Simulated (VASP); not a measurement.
# C: single point with LDA

The system is C.

```
C
1.0
     0.00000    2.10551    3.31418
     1.21560    0.00000    3.31418
     1.21560    2.10551    0.00000
C
2
Direct
  0.16667 0.83333 0.16667
  0.83333 0.16667 0.83333
```

```
Program             : VASP 6.6.1
Task                : single point
Functional          : LDA
Potentials or basis : VASP PAW LDA potentials, release 64 (C)
Cutoff              : 600 eV
k mesh              : 14 × 14 × 14
Occupations         : fermi-dirac, width 0.1 eV
Spin                : no spin polarisation
```

* Pressure: 5.5 GPa
* Largest force: 0.025 eV/Å

Forces in eV/Å, atoms in the order of the input:
```
C    0.000  0.025  0.000
C    0.000 -0.025  0.000
```

Stress tensor (GPa, compression positive):
```
8.26 0.00 0.00
0.00 8.06 0.00
0.00 0.00 0.05
```

Wall time 110 s on 1 thread of Intel Xeon 8259CL (shared host), peak memory 0.19 GiB.

Caveat: the cell stands under pressure.
